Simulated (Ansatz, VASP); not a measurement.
## One calculation of SnTe, two programs

Contents of INCAR:

```
SYSTEM = SnTe
ALGO = Normal
EDIFF = 1E-6
ENCUT = 520
GGA = PE
GGA_COMPAT = .FALSE.
ISIF = 2
ISMEAR = -1
LASPH = .TRUE.
LCHARG = .TRUE.
LORBIT = 11
LORBMOM = .TRUE.
LREAL = .FALSE.
LSORBIT = .TRUE.
LVHAR = .TRUE.
LWAVE = .FALSE.
MAGMOM = 0 0 0 0 0 0
NBANDS = 32
NELM = 150
PREC = Accurate
SIGMA = 0.08
```

KPOINTS

```
k-points
0
G
  11 11 11
  0 0 0
```

Contents of POSCAR:

```
SnTe
1.0
    0.0000000000      3.1565000000      3.1565000000
    3.1565000000      0.0000000000      3.1565000000
    3.1565000000      3.1565000000      0.0000000000
Sn Te
1 1
Direct
    0.0000000000      0.0000000000      0.0000000000
    0.5000000000      0.5000000000      0.5000000000
```

Input for Ansatz:

```yaml
crystal:
  lattice:
    - [0.0, 3.1565, 3.1565]
    - [3.1565, 0.0, 3.1565]
    - [3.1565, 3.1565, 0.0]
  atoms:
    - { symbol: Sn, position: [0.0, 0.0, 0.0] }
    - { symbol: Te, position: [0.5, 0.5, 0.5] }
kpoints:
  mp_grid: { grid: [11, 11, 11] }
  band_path:
    path:
      - [0.0, 0.0, 0.0]
      - [0.5, 0.0, 0.5]
      - [0.625, 0.25, 0.625]
      - [0.375, 0.375, 0.75]
      - [0.0, 0.0, 0.0]
      - [0.5, 0.5, 0.5]
      - [0.5, 0.25, 0.75]
      - [0.5, 0.0, 0.5]
    npoints: 5
scf:
  occupations: { method: fermi_dirac, width: 0.08 }
hamiltonian:
  xc: pbe
  pseudopotentials: { kind: all_electron, lapw: { basis_error: 0.00025 } }
output:
  forces: true
  stress: true
  eigenvalues: true
magnetization:
  noncollinear: true
  spin_orbit: true
```

Alike in both runs: task single point; functional PBE; k mesh 11 × 11 × 11; occupations fermi-dirac, width 0.08 eV; non-collinear spin, spin-orbit coupling.

|  | VASP | Ansatz |
| --- | --- | --- |
| version | VASP 6.6.1 | Ansatz 0.2.0 |
| potentials or method | VASP PAW PBE potentials, release 64 (Sn_d, Te), cutoff 520 eV | all-electron LAPW |

```tsv
	VASP	Ansatz	Ansatz less VASP
pressure (GPa)	2.0	2.0	+0.01
```

Ansatz ran all-electron here, and VASP with PAW potentials.
